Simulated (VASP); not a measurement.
# Be24NO in VASP: further runs, part 2 of 2

VASP 6.6.1. The steps go on from the part before.

## Step 4: Single point, PBE, collinear spin, ferromagnetic start

Contents of INCAR:

```
SYSTEM = Be24NO
PREC = Accurate
ENCUT = 520
EDIFF = 1E-6
ISMEAR = 0
SIGMA = 0.1
LREAL = .FALSE.
LASPH = .TRUE.
NELM = 200
ALGO = Normal
ISIF = 2
LWAVE = .FALSE.
LCHARG = .TRUE.
ISPIN = 2
MAGMOM = 0 0 0 0 0 0 0 0 0 0 0 0 0 0 0 0 0 0 0 0 0 0 0 0 1 0
LORBIT = 11
LDIPOL = .TRUE.
IDIPOL = 3
DIPOL = 0.5 0.5 0.295
GGA = PE
LVHAR = .TRUE.
LVACPOTAV = .TRUE.
NBANDS = 52
GGA_COMPAT = .FALSE.
NELMDL = -8
KPAR = 4
```

Contents of KPOINTS:

```
Automatic mesh
0
G
  6 4 1
  0 0 0
```

Contents of POSCAR:

```
Be24NO
1.0
    4.5254381411      0.0000000000      0.0000000000
    0.0000000000      7.1336190820      0.0000000000
    0.0000000000      0.0000000000     22.3685529248
Be N O
24 1 1
Direct
    0.0000000000      0.3750000000      0.1788224752
    0.0000000000      0.8750000000      0.1788224752
    0.5000000000      0.3750000000      0.1788224752
    0.5000000000      0.8750000000      0.1788224752
    0.2500000000      0.1250000000      0.2080237711
    0.2500000000      0.6250000000      0.2080237711
    0.7500000000      0.1250000000      0.2080237711
    0.7500000000      0.6250000000      0.2080237711
    0.2500000000      0.3750000000      0.2664263628
    0.2500000000      0.8750000000      0.2664263628
    0.7500000000      0.3750000000      0.2664263628
    0.7500000000      0.8750000000      0.2664263628
    0.0000000000      0.1250000000      0.2903069137
    0.0000000000      0.6250000000      0.2903069137
    0.5000000000      0.1250000000      0.2903069137
    0.5000000000      0.6250000000      0.2903069137
    0.0000000000      0.3750000000      0.3546814205
    0.0000000000      0.8750000000      0.3546814205
    0.5000000000      0.3750000000      0.3546814205
    0.5000000000      0.8750000000      0.3546814205
    0.2500000000      0.1250000000      0.3741213369
    0.2500000000      0.6250000000      0.3741213369
    0.7500000000      0.1250000000      0.3741213369
    0.7500000000      0.6250000000      0.3741213369
    0.7500000000      0.4583333333      0.4827559906
    0.8849191768      0.5932525101      0.4964093759
```

Potentials or basis: VASP PAW PBE potentials, release 64 (Be, N, O).

Launch:

```console
> cat potpaw_PBE.64/Be/POTCAR potpaw_PBE.64/N/POTCAR potpaw_PBE.64/O/POTCAR > POTCAR
> mpirun -np 4 vasp_std > vasp.out
```

OUTCAR:

```text
SYSTEM = Be24NO
   PREC = Accurate
   ENCUT = 520
   EDIFF = 1E-6
   ISMEAR = 0
   LREAL = .FALSE.
   LASPH = .TRUE.
   NELM = 200
   ISIF = 2
   ISPIN = 2
   LORBIT = 11
   GGA = PE
   NELMDL = -8

 ion  position               nearest neighbor table
   1  0.000  0.375  0.179-   5 2.21   6 2.21   7 2.21   8 2.21   9 2.26  11 2.26   3 2.26   3 2.26

   2  0.000  0.875  0.179-   5 2.21   6 2.21   7 2.21   8 2.21  10 2.26  12 2.26   4 2.26   4 2.26

   3  0.500  0.375  0.179-   5 2.21   6 2.21   7 2.21   8 2.21   9 2.26  11 2.26   1 2.26   1 2.26
[... 39 lines left out ...]
  23  0.750  0.125  0.374-  17 2.16  18 2.16  19 2.16  20 2.16  13 2.19  15 2.19  21 2.26  21 2.26

  24  0.750  0.625  0.374-  17 2.16  18 2.16  19 2.16  20 2.16  14 2.19  16 2.19  22 2.26  22 2.26

  25  0.750  0.458  0.483-  26 1.18
  26  0.885  0.593  0.496-  25 1.18

  LATTYP: Found a simple orthorhombic cell.
 ALAT       =     4.5254381411
 B/A-ratio  =     1.5763377732
 C/A-ratio  =     4.9428480132

  Lattice vectors:

 A1 = (   4.5254381411,   0.0000000000,   0.0000000000)
 A2 = (   0.0000000000,   7.1336190820,   0.0000000000)
 A3 = (   0.0000000000,   0.0000000000,  22.3685529248)

Analysis of symmetry for initial positions (statically):
=====================================================================
 Subroutine PRICEL returns:
 Original cell was already a primitive cell.

 Routine SETGRP: Setting up the symmetry group for a
 simple orthorhombic supercell.

 Subroutine GETGRP returns: Found  1 space group operations
 (whereof  1 operations were pure point group operations)
 out of a pool of  8 trial point group operations.

The static configuration has the point symmetry C_1 .

Analysis of symmetry for dynamics (positions and initial velocities):
=====================================================================
 Subroutine PRICEL returns:
 Original cell was already a primitive cell.

[... 835 lines left out ...]
 Fermi energy:        -1.3832629039

 spin component 2

 k-point     1 :       0.0000    0.0000    0.0000
  band No.  band energies     occupation
      1     -27.7602      1.00000
      2     -13.4710      1.00000
      3     -11.6395      1.00000
      4      -9.6375      1.00000
      5      -9.5219      1.00000
      6      -9.4660      1.00000
[... 605 lines left out ...]
     40       3.1088      0.00000
     41       3.1143      0.00000
 [bands above 41 left out]

------------------------ aborting loop because EDIFF is reached ----------------------------------------

  FORCE on cell =-STRESS in cart. coord.  units (eV):
  Direction    XX          YY          ZZ          XY          YZ          ZX
  --------------------------------------------------------------------------------------
  -------------------------------------------------------------------------------------
  Total       -0.5637553     -5.8271449     -0.8787724     -0.3181879      0.1681304     -0.0506330
  in kB       -1.2508142    -12.9287924     -1.9497484     -0.7059692      0.3730341     -0.1123405
  external PRESSURE =      -5.3764517 kB  Pullay stress =       0.0000000 kB

 VOLUME and BASIS-vectors are now :
 -----------------------------------------------------------------------------
  energy-cutoff  :      520.00
  volume of cell :      722.12
      direct lattice vectors                 reciprocal lattice vectors
     4.525438141  0.000000000  0.000000000     0.220973079  0.000000000  0.000000000
     0.000000000  7.133619082  0.000000000     0.000000000  0.140181300  0.000000000
     0.000000000  0.000000000 22.368552925     0.000000000  0.000000000  0.044705619

 POSITION                                       TOTAL-FORCE (eV/Angst)
 -----------------------------------------------------------------------------------
      0.00000      2.67511      4.00000         0.005800      0.013895      0.548633
      0.00000      6.24192      4.00000         0.012786     -0.023987      0.545922
      2.26272      2.67511      4.00000        -0.007942     -0.009190      0.554484
      2.26272      6.24192      4.00000        -0.012308      0.033775      0.553831
      1.13136      0.89170      4.65319         0.000821     -0.004110     -0.709354
      1.13136      4.45851      4.65319        -0.007254     -0.015525     -0.726974
[... 18 lines left out ...]
      3.39408      3.26958     10.79855         0.165920      0.785899     -0.178555
      4.00465      4.23204     11.10396        -0.170691     -0.667117      0.222457
 -----------------------------------------------------------------------------------
    total drift:                               -0.000045      0.000030     -0.000249

  FREE ENERGIE OF THE ION-ELECTRON SYSTEM (eV)
  ---------------------------------------------------
  free  energy   TOTEN  =       -95.3177867473 eV

  energy  without entropy=      -95.2774415834  energy(sigma->0) =      -95.29761417

 vacuum level on the upper side and lower side of the slab         3.208         3.071

 total charge

# of ion       s       p       d       tot
------------------------------------------
    1        0.412   0.604   0.000   1.016
    2        0.413   0.603   0.000   1.016
    3        0.412   0.604   0.000   1.016
    4        0.413   0.602   0.000   1.015
    5        0.421   0.739   0.000   1.160
    6        0.420   0.740   0.000   1.160
[... 18 lines left out ...]
   25        1.357   2.272   0.000   3.628
   26        1.617   3.428   0.000   5.045
--------------------------------------------------
tot         13.069  22.713   0.000  35.782

 magnetization (x)

# of ion       s       p       d       tot
------------------------------------------
    1        0.002   0.003   0.000   0.005
    2        0.002   0.004   0.000   0.005
    3        0.002   0.003   0.000   0.005
    4        0.002   0.003   0.000   0.005
    5        0.000   0.001   0.000   0.001
    6        0.000   0.000   0.000   0.000
[... 18 lines left out ...]
   25        0.002   0.109   0.000   0.111
   26        0.001   0.060   0.000   0.061
--------------------------------------------------
tot          0.016   0.186   0.000   0.203
```

Run time: 39 min. Hardware: 4 MPI ranks of AMD EPYC 7R43 (Zen 3), shared host; peak memory 1.4 GiB.

Results:

| Property | Result |
| --- | --- |
| Free energy | -95.3178 eV |
| Largest force | 0.823 eV/Å |
| Net moment | 0.31 μB per cell |
| Site moments | Be +0.01, +0.00, -0.00, -0.01; N +0.11; O +0.06 μB |
| Valence electrons inside the program's atomic spheres | Be 1.02, 1.01, 1.16, 1.17, 1.21, 1.14, 1.08; N 3.63; O 5.04 |

Forces in eV/Å, atoms in the order of the input:
```
Be   0.006  0.014  0.549
Be   0.013 -0.024  0.546
Be  -0.008 -0.009  0.554
Be  -0.012  0.034  0.554
Be   0.001 -0.004 -0.709
Be  -0.007 -0.016 -0.727
Be  -0.001  0.018 -0.684
Be   0.005 -0.024 -0.698
Be  -0.004  0.011  0.149
Be  -0.005 -0.015  0.183
Be   0.008  0.008  0.160
Be   0.003  0.004  0.169
Be   0.005  0.005  0.032
Be   0.005 -0.016  0.056
Be   0.001 -0.018  0.030
Be  -0.019  0.000  0.018
Be   0.087 -0.068 -0.033
Be  -0.007  0.005 -0.009
Be  -0.065  0.027  0.048
Be   0.004 -0.010 -0.023
Be  -0.043  0.027 -0.025
Be   0.102  0.009 -0.103
Be   0.050 -0.066 -0.021
Be  -0.114 -0.010 -0.060
N    0.166  0.786 -0.179
O   -0.171 -0.667  0.222
```

Levels at points of the mesh, in eV from the Fermi level:
Spin up:
```
           k point  band 27  band 28  band 29  band 30  band 31  band 32  band 33  band 34
(0.00, 0.00, 0.00)    -0.96    -0.32    -0.18    -0.09     0.19     0.28     0.61     1.06
(0.50, 0.00, 0.00)    -1.02     0.00     0.45     0.81     0.83     1.42     1.45     1.47
(0.00, 0.50, 0.00)    -1.07    -0.88    -0.87    -0.13     0.02     0.20     0.44     1.42
(0.50, 0.50, 0.00)    -0.52    -0.47    -0.41     0.23     0.43     0.50     0.51     0.58
```
Spin down:
```
           k point  band 26  band 27  band 28  band 29  band 30  band 31  band 32  band 33
(0.00, 0.00, 0.00)    -2.27    -0.95    -0.29    -0.13    -0.07     0.26     0.43     0.84
(0.50, 0.00, 0.00)    -1.09    -0.98     0.14     0.66     0.82     0.88     1.45     1.47
(0.00, 0.50, 0.00)    -1.11    -1.07    -0.87    -0.86    -0.14     0.09     0.26     0.86
(0.50, 0.50, 0.00)    -0.55    -0.52    -0.45    -0.37     0.19     0.47     0.51     0.52
```

Caveat: the standard files for N, O and F lose accuracy on very short bonds.
